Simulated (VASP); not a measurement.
Here is a VASP 6.6.1 calculation.

File INCAR:

```
SYSTEM = Al5GaP6
PREC = Accurate ; ENCUT = 520
EDIFF = 1E-7 ; ISMEAR = 0
SIGMA = 0.1 ; LREAL = .False.
LASPH = .True. ; NELM = 60
ALGO = Normal ; ISIF = 2
LWAVE = .False. ; LCHARG = .False.
GGA = PE ; NBANDS = 41
```

KPOINTS

```
Automatic mesh
0
Gamma
  6 6 1
  0 0 0
```

The input POSCAR:

```
Al5GaP6
1.0
    3.8950960843      0.0000000000      0.0000000000
    0.0000000000      3.8950960843      0.0000000000
    0.0000000000      0.0000000000     16.4908223588
Al Ga P
5 1 6
Direct
    0.5000000000      0.5000000000      0.8333626665
    0.0000000000      0.0000000000      0.6667022078
    0.5000000000      0.5000000000      0.5000000000
    0.0000000000      0.0000000000      0.3332977922
    0.5000000000      0.5000000000      0.1666373335
    0.0000000000      0.0000000000      0.0000000000
    0.5000000000      0.0000000000      0.7500572326
    0.0000000000      0.5000000000      0.5833440850
    0.5000000000      0.0000000000      0.4166559150
    0.0000000000      0.5000000000      0.2499427674
    0.5000000000      0.0000000000      0.0836843068
    0.0000000000      0.5000000000      0.9163156932
```

Potentials or basis: VASP PAW PBE potentials, release 64 (Al, Ga_d, P).

The run is started by

```bash
$ cat potpaw_PBE.64/Al/POTCAR potpaw_PBE.64/Ga_d/POTCAR potpaw_PBE.64/P/POTCAR > POTCAR
$ mpirun -np 1 vasp_std > vasp.out
```

**Question.** Predict the pressure.

**Answer.** 0.1 GPa.

**Question.** Predict the band gap on the k mesh.

**Answer.** 1.62 eV.

**Question.** Estimate the largest force.

**Answer.** 0.008 eV/Å.

Forces in eV/Å, atoms in the order of the input:
```
Al   0.000  0.000 -0.001
Al   0.000  0.000  0.000
Al   0.000  0.000  0.000
Al   0.000  0.000  0.000
Al   0.000  0.000  0.001
Ga   0.000  0.000  0.000
P    0.000  0.000  0.000
P    0.000  0.000  0.000
P    0.000  0.000  0.000
P    0.000  0.000  0.000
P    0.000  0.000  0.008
P    0.000  0.000 -0.008
```

Caveat: an odd mesh through Γ misses points on the zone boundary, where band edges can lie.
